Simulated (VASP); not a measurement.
# TaN (P-6m2) in VASP: notebook

Runs on TaN. Level: PBE. Tasks: single point.

All numbers are computed with VASP 6.6.1; they aren't measurements. Logs are shortened: lines on timing, memory, paths and dates and some standing lists are left out, and cuts for length are marked.

**1. The cell of the first run**

The structure is hexagonal, space group P-6m2 (No. 187). The conventional cell has a = 2.879 Å, b = 2.879 Å, c = 2.883 Å, α = 90.00°, β = 90.00°, γ = 120.00°. Within 2.9 Å of Ta (site symmetry -6m2) lie 6 N at 2.20 Å and 8 Ta at 2.88 Å. N (site symmetry -6m2) has 6 Ta at 2.20 Å and 8 N at 2.88 Å within 2.9 Å.

**2. Single point, PBE (equal xx and yy strain of -2 %)**

Input file INCAR:

```
SYSTEM = TaN
  PREC = Accurate
  ENCUT = 520
  EDIFF = 1E-6
  ISMEAR = -1
  SIGMA = 0.02
  LREAL = .FALSE.
  LASPH = .TRUE.
  NELM = 100
  ALGO = Normal
  ISIF = 2
  LWAVE = .FALSE.
  LCHARG = .FALSE.
  GGA = PE
  NBANDS = 15
```

Input file KPOINTS:

```
regular mesh
0
G
  12 12 10
  0 0 0
```

Input file POSCAR:

```
TaN
1.0
    2.8792388812      0.0000000000      0.0000000000
   -1.4396194406      2.4934940148      0.0000000000
    0.0000000000      0.0000000000      2.8830000000
Ta N
1 1
Direct
    0.3333333333      0.6666666667      0.5000000000
    0.0000000000      0.0000000000      0.0000000000
```

Potentials or basis: VASP PAW PBE potentials, release 64 (Ta_pv, N).

Command:

```
cat potpaw_PBE.64/Ta_pv/POTCAR potpaw_PBE.64/N/POTCAR > POTCAR
mpirun -np 1 vasp_std > vasp.out
```

OUTCAR:

```text
SYSTEM = TaN
   PREC = Accurate
   ENCUT = 520
   EDIFF = 1E-6
   ISMEAR = -1
   LREAL = .FALSE.
   LASPH = .TRUE.
   NELM = 100
   ISIF = 2
   GGA = PE

 ion  position               nearest neighbor table
   1  0.333  0.667  0.500-   2 2.20   2 2.20   2 2.20   2 2.20   2 2.20   2 2.20
   2  0.000  0.000  0.000-   1 2.20   1 2.20   1 2.20   1 2.20   1 2.20   1 2.20

  LATTYP: Found a hexagonal cell.
 ALAT       =     2.8792388812
 C/A-ratio  =     1.0013062893

  Lattice vectors:

 A1 = (   2.8792388812,   0.0000000000,   0.0000000000)
 A2 = (  -1.4396194406,   2.4934940148,   0.0000000000)
 A3 = (   0.0000000000,   0.0000000000,   2.8830000000)

Analysis of symmetry for initial positions (statically):
=====================================================================
 Subroutine PRICEL returns:
 Original cell was already a primitive cell.

 Routine SETGRP: Setting up the symmetry group for a
 hexagonal supercell.

 Subroutine GETGRP returns: Found 12 space group operations
 (whereof 12 operations were pure point group operations)
 out of a pool of 24 trial point group operations.

The static configuration has the point symmetry D_3h.

Analysis of symmetry for dynamics (positions and initial velocities):
=====================================================================
 Subroutine PRICEL returns:
 Original cell was already a primitive cell.

 Routine SETGRP: Setting up the symmetry group for a
 hexagonal supercell.

 Subroutine GETGRP returns: Found 12 space group operations
 (whereof 12 operations were pure point group operations)
 out of a pool of 24 trial point group operations.

The dynamic configuration has the point symmetry D_3h.

 Subroutine INISYM returns: Found 12 space group operations
 (whereof 12 operations are pure point group operations),
 and found     1 'primitive' translations

----------------------------------------------------------------------------------------

                                     Primitive cell

  volume of cell :      20.6981

  direct lattice vectors                    reciprocal lattice vectors
     2.879238881  0.000000000  0.000000000     0.347314009  0.200521837  0.000000000
    -1.439619441  2.493494015  0.000000000     0.000000000  0.401043674  0.000000000
     0.000000000  0.000000000  2.883000000     0.000000000  0.000000000  0.346860909

  length of vectors
     2.879238881  2.879238881  2.883000000     0.401043674  0.401043674  0.346860909

  position of ions in fractional coordinates (direct lattice)
     0.333333333  0.666666667  0.500000000
     0.000000000  0.000000000  0.000000000

  ion indices of the primitive-cell ions
   primitive index   ion index
                 1           1
                 2           2

----------------------------------------------------------------------------------------

 KPOINTS: regular mesh

Automatic generation of k-mesh.
 Grid dimensions read from file:
 generate k-points for:   12   12   10

 Generating k-lattice:

  Cartesian coordinates                     Fractional coordinates (reciprocal lattice)
     0.028942834  0.016710153  0.000000000     0.083333333  0.000000000  0.000000000
     0.000000000  0.033420306  0.000000000     0.000000000  0.083333333  0.000000000
     0.000000000  0.000000000  0.034686091     0.000000000  0.000000000  0.100000000

  Length of vectors
     0.033420306  0.033420306  0.034686091

  Shift w.r.t. Gamma in fractional coordinates (k-lattice)
     0.000000000  0.000000000  0.000000000

 Subroutine IBZKPT returns following result:
 ===========================================

 Found    114 irreducible k-points:

 Following reciprocal coordinates:
            Coordinates               Weight
  0.000000  0.000000  0.000000      1.000000
  0.083333  0.000000  0.000000      6.000000
  0.166667  0.000000  0.000000      6.000000
  0.250000  0.000000  0.000000      6.000000
  0.333333  0.000000  0.000000      6.000000
  0.416667  0.000000  0.000000      6.000000
[... 16 lines left out ...]
  0.250000  0.000000  0.100000     12.000000
  0.333333  0.000000  0.100000     12.000000
 [... further k-points ...]
   k-points           NKPTS =    114   k-points in BZ     NKDIM =    114   number of bands    NBANDS=     15
   number of dos      NEDOS =    301   number of ions     NIONS =      2
   total plane-waves  NPLWV =  13824
   dimension x,y,z NGX =    24 NGY =   24 NGZ =   24
   dimension x,y,z NGXF=    48 NGYF=   48 NGZF=   48
   ions per type =               1   1
   NGX,Y,Z   is equivalent  to a cutoff of  13.86, 13.86, 13.84 a.u.
   NGXF,Y,Z  is equivalent  to a cutoff of  27.71, 27.71, 27.68 a.u.
 SYSTEM =  TaN
   PREC   = accura    normal or accurate (medium, high low for compatibility)
   ISTART =      0    job   : 0-new  1-cont  2-samecut
   ICHARG =      2    charge: 1-file 2-atom 10-const
   ISPIN  =      1    spin polarized calculation?
   LNONCOLLINEAR =      F non collinear calculations
   LSORBIT =      F    spin-orbit coupling
   LASPH  =      T    aspherical Exc in radial PAW
   ENCUT  =  520.0 eV  38.22 Ry    6.18 a.u.   5.35  5.35  5.36*2*pi/ulx,y,z
   NELM   =    100;   NELMIN=  2; NELMDL= -5     # of ELM steps
   EDIFF  = 0.1E-05   stopping-criterion for ELM
   LREAL  =      F    real-space projection
   EDIFFG = 0.1E-04   stopping-criterion for IOM
   NSW    =      0    number of steps for IOM
   IBRION =     -1    ionic relax: 0-MD 1-quasi-New 2-CG
   NFREE  =      0    steps in history (QN), initial steepest desc. (CG)
   ISIF   =      2    stress and relaxation
   ISYM   =      2    0-nonsym 1-usesym 2-fastsym
   POTIM  = 0.5000    time-step for ionic-motion
   TEBEG  =    0.0;   TEEND  =   0.0 temperature during run
   PSTRESS=    0.0 pullay stress
   NELECT =      16.0000    total number of electrons
   NUPDOWN=      -1.0000    fix difference up-down
   EMIN   =  10.00;   EMAX   =-10.00  energy-range for DOS
   EFERMI =   0.00;   METHOD = LEGACY
   ISMEAR =    -1;   SIGMA  =   0.02  broadening in eV -4-tet -1-fermi 0-gaus
   EFERMI_NEDOS =   21; number of points for ismear=-14 and -15
   IALGO  =     38    algorithm
   IMIX   =      4    mixing-type and parameters
     AMIX     =   0.40;   BMIX     =  1.00
     AMIX_MAG =   1.60;   BMIX_MAG =  1.00
  volume/ion in A,a.u.               =      10.35        69.84
  Fermi-wavevector in a.u.,A,eV,Ry     =   1.502466  2.839249 30.713840  2.257404
  Thomas-Fermi vector in A             =   2.613703
   LORBIT       =      0    0 simple, 1 ext, 2 COOP (PROOUT), +10 PAW based schemes
   GGA     = PE    functional components
   LHFCALC =     F    Hartree Fock is set to
   AEXX    =    0.0000 exact exchange contribution
   IVDW    =     0    specifies the selected vdW correction
   LEPSILON=     F    determine dielectric tensor
   LRPA    =     F    only Hartree local field effects (RPA)
 non-spin polarized calculation
  energy-cutoff  :      520.00
  volume of cell :       20.70
 maximum number of plane-waves:       581
 NGX is ok and might be reduce to    24
   NGX = 11   NGY = 11   NGZ = 11

 number of electron      15.9999997 magnetization

 Free energy of the ion-electron system (eV)
  ---------------------------------------------------
  ext. energy  EPLUGINS =         0.00000000
  ---------------------------------------------------
  free energy    TOTEN  =       -22.36330387 eV

  energy without entropy =      -22.36321295  energy(sigma->0) =      -22.36325841

 E-fermi :   8.7868     XC(G=0): -13.5725

 val. band max:        8.6729610940   @ k =   0.0000   0.0000   0.4000
 cond. band min:       8.8218073608   @ k =   0.0833   0.0000   0.5000
 fundamental gap:      0.1488462668
 Fermi energy:         8.7868072754

 k-point     1 :       0.0000    0.0000    0.0000
  band No.  band energies     occupation
      1     -26.1102      2.00000
      2     -25.7411      2.00000
      3     -25.7411      2.00000
      4      -9.3892      2.00000
      5       4.0995      2.00000
      6       4.0995      2.00000
      7       4.2223      2.00000
      8       5.5822      2.00000
      9      11.3766      0.00000
     10      12.3336      0.00000
     11      12.3336      0.00000
     12      12.8819      0.00000
     13      12.8819      0.00000
     14      22.0129      0.00000
     15      22.2722      0.00000

 k-point     2 :       0.0833    0.0000    0.0000
  band No.  band energies     occupation
      1     -26.0983      2.00000
      2     -25.8329      2.00000
      3     -25.7604      2.00000
      4      -9.2324      2.00000
      5       3.6444      2.00000
      6       4.2165      2.00000
      7       4.4581      2.00000
      8       5.3576      2.00000
      9      11.8713      0.00000
     10      12.0558      0.00000
     11      12.3646      0.00000
     12      12.7981      0.00000
     13      13.0808      0.00000
     14      22.0172      0.00000
     15      22.2636      0.00000

 k-point     3 :       0.1667    0.0000    0.0000
  band No.  band energies     occupation
      1     -26.0765      2.00000
      2     -26.0656      2.00000
      3     -25.8127      2.00000
      4      -8.8012      2.00000
      5       2.7136      2.00000
      6       4.5252      2.00000
      7       4.8091      2.00000
      8       4.9686      2.00000
      9      11.2743      0.00000
     10      12.5064      0.00000
     11      12.5771      0.00000
     12      13.1903      0.00000
     13      13.5101      0.00000
     14      22.0284      0.00000
     15      22.2466      0.00000
[... 343 lines left out ...]
 k-point    23 :       0.2500    0.0000    0.1000
  band No.  band energies     occupation
      1     -26.3836      2.00000
      2     -26.1096      2.00000
      3     -25.8746      2.00000
      4      -8.0737      2.00000
      5       1.7865      2.00000
      6       3.6893      2.00000
      7       4.8225      2.00000
      8       5.8597      2.00000
      9      10.9890      0.00000
     10      11.4900      0.00000
     11      13.2754      0.00000
     12      13.7390      0.00000
     13      15.2756      0.00000
     14      21.9357      0.00000
     15      22.2071      0.00000

 k-point    24 :       0.3333    0.0000    0.1000
  band No.  band energies     occupation
      1     -26.6826      2.00000
      2     -26.0617      2.00000
      3     -25.9437      2.00000
      4      -7.5084      2.00000
      5       0.9390      2.00000
      6       3.3724      2.00000
      7       5.0370      2.00000
      8       5.8423      2.00000
      9      11.4500      0.00000
     10      11.8268      0.00000
     11      13.4528      0.00000
     12      13.9485      0.00000
     13      16.2012      0.00000
     14      22.1393      0.00000
     15      22.3838      0.00000

 [... further k-points ...]

------------------------ aborting loop because EDIFF is reached ----------------------------------------

  FORCE on cell =-STRESS in cart. coord.  units (eV):
  Direction    XX          YY          ZZ          XY          YZ          ZX
  --------------------------------------------------------------------------------------
  -------------------------------------------------------------------------------------
  Total        3.1606878      3.1606878      1.7484392     -0.0000000      0.0000000      0.0000000
  in kB      244.6591796    244.6591796    135.3413311     -0.0000000      0.0000000      0.0000000
  external PRESSURE =     208.2198968 kB  Pullay stress =       0.0000000 kB

 VOLUME and BASIS-vectors are now :
 -----------------------------------------------------------------------------
  energy-cutoff  :      520.00
  volume of cell :       20.70
      direct lattice vectors                 reciprocal lattice vectors
     2.879238881  0.000000000  0.000000000     0.347314009  0.200521837  0.000000000
    -1.439619441  2.493494015  0.000000000     0.000000000  0.401043674  0.000000000
     0.000000000  0.000000000  2.883000000     0.000000000  0.000000000  0.346860909

 POSITION                                       TOTAL-FORCE (eV/Angst)
 -----------------------------------------------------------------------------------
     -0.00000      1.66233      1.44150         0.000000      0.000000      0.000000
      0.00000      0.00000      0.00000        -0.000000      0.000000      0.000000
 -----------------------------------------------------------------------------------
    total drift:                                0.000000     -0.000000     -0.000000

  FREE ENERGIE OF THE ION-ELECTRON SYSTEM (eV)
  ---------------------------------------------------
  free  energy   TOTEN  =       -22.3633038673 eV

  energy  without entropy=      -22.3632129500  energy(sigma->0) =      -22.36325841
```

It took 14 s on 1 thread of Intel Xeon Platinum 8559C (Emerald Rapids), shared host; peak memory 0.16 GiB.

Results:

- Free energy: -22.3633 eV
- Pressure: 20.8 GPa
- Band gap on the k mesh: zero (band 8 reaches 8.95 eV, above the bottom of band 9 at 8.56 eV)

Caveat: the cell differs from its parent crystal (equal xx and yy strain of -2 %); spin-orbit coupling is left out, which moves the levels of the heavy elements.

**3. Single point, PBE (equal xx and yy strain of +1 %)**

Input file INCAR:

```
ALGO = Normal
EDIFF = 1E-7
ENCUT = 520
GGA = PE
ISIF = 2
ISMEAR = -1
LASPH = T
LCHARG = F
LREAL = F
LWAVE = F
NBANDS = 15
NELM = 80
PREC = Accurate
SIGMA = 0.02
```

Input file KPOINTS:

```
k-points
0
Gamma
  12 12 10
```

Input file POSCAR:

```
TaN
1.0
    2.9673788470      0.0000000000      0.0000000000
   -1.4836894235      2.5698254642      0.0000000000
    0.0000000000      0.0000000000      2.8830000000
Ta N
1 1
Direct
    0.3333333333      0.6666666667      0.5000000000
    0.0000000000      0.0000000000      0.0000000000
```

Potentials or basis: VASP PAW PBE potentials, release 64 (Ta_pv, N).

Command:

```
cat potpaw_PBE.64/Ta_pv/POTCAR potpaw_PBE.64/N/POTCAR > POTCAR
mpirun -np 1 vasp_std > vasp.out
```

OUTCAR:

```text
EDIFF = 1E-7
   ENCUT = 520
   GGA = PE
   ISIF = 2
   ISMEAR = -1
   LASPH = T
   LREAL = F
   NELM = 80
   PREC = Accurate

 ion  position               nearest neighbor table
   1  0.333  0.667  0.500-   2 2.24   2 2.24   2 2.24   2 2.24   2 2.24   2 2.24
   2  0.000  0.000  0.000-   1 2.24   1 2.24   1 2.24   1 2.24   1 2.24   1 2.24

  LATTYP: Found a hexagonal cell.
 ALAT       =     2.9673788470
 C/A-ratio  =     0.9715645183

[... 617 lines left out ...]
     15      21.3641      0.00000

 [... further k-points ...]

------------------------ aborting loop because EDIFF is reached ----------------------------------------

  FORCE on cell =-STRESS in cart. coord.  units (eV):
  Direction    XX          YY          ZZ          XY          YZ          ZX
  --------------------------------------------------------------------------------------
  -------------------------------------------------------------------------------------
  Total       -0.4736514     -0.4736514      0.4341530      0.0000000      0.0000000      0.0000000
  in kB      -34.5182025    -34.5182025     31.6396818      0.0000000      0.0000000      0.0000000
  external PRESSURE =     -12.4655744 kB  Pullay stress =       0.0000000 kB

 VOLUME and BASIS-vectors are now :
 -----------------------------------------------------------------------------
  energy-cutoff  :      520.00
  volume of cell :       21.98
      direct lattice vectors                 reciprocal lattice vectors
     2.967378847  0.000000000  0.000000000     0.336997752  0.194565743  0.000000000
    -1.483689423  2.569825464  0.000000000     0.000000000  0.389131485  0.000000000
     0.000000000  0.000000000  2.883000000     0.000000000  0.000000000  0.346860909

 POSITION                                       TOTAL-FORCE (eV/Angst)
 -----------------------------------------------------------------------------------
     -0.00000      1.71322      1.44150         0.000000     -0.000000      0.000000
      0.00000      0.00000      0.00000        -0.000000      0.000000      0.000000
 -----------------------------------------------------------------------------------
    total drift:                                0.000000     -0.000000     -0.000000

  FREE ENERGIE OF THE ION-ELECTRON SYSTEM (eV)
  ---------------------------------------------------
  free  energy   TOTEN  =       -22.4428266229 eV

  energy  without entropy=      -22.4427536740  energy(sigma->0) =      -22.44279015
```

stdout:

```text
POSCAR found type information on POSCAR TaN
 POSCAR found :  2 types and       2 ions
 scaLAPACK will be used
 LDA part: xc-table for (Slater+PW92), standard interpolation
 POSCAR, INCAR and KPOINTS ok, starting setup
 FFT: planning ... GRIDC
 FFT: planning ... GRID_SOFT
 FFT: planning ... GRID
 WAVECAR not read
 entering main loop
```

Wall time 14 s (1 thread of Intel Xeon Platinum 8559C (Emerald Rapids), shared host); peak memory 0.16 GiB.

What came out:

| Quantity | Value |
| --- | --- |
| Free energy | -22.4428 eV |
| Pressure | -1.2 GPa |
| Band gap on the k mesh | zero (band 8 reaches 8.45 eV, above the bottom of band 9 at 7.98 eV) |

Stress tensor (GPa, compression positive):
```
-3.45  0.00  0.00
 0.00 -3.45  0.00
 0.00  0.00  3.16
```

Levels at points of the mesh, in eV from the Fermi level:
```
           k point  band 5  band 6  band 7  band 8  band 9  band 10  band 11  band 12
(0.00, 0.00, 0.00)   -4.65   -4.65   -4.19   -2.93    1.89     3.46     3.46     3.82
(0.50, 0.00, 0.00)   -8.28   -5.10   -3.48   -3.29    2.89     3.72     4.99     5.07
(0.00, 0.00, 0.50)   -9.31   -3.85   -3.85   -0.16   -0.16     2.39     3.11     3.11
(0.50, 0.00, 0.50)   -7.31   -6.19   -5.73   -0.46    3.92     5.05     5.84     6.78
```

Caveat: the cell differs from its parent crystal (equal xx and yy strain of +1 %); spin-orbit coupling is left out, which moves the levels of the heavy elements.

(Part 1 of 2 ends here.)
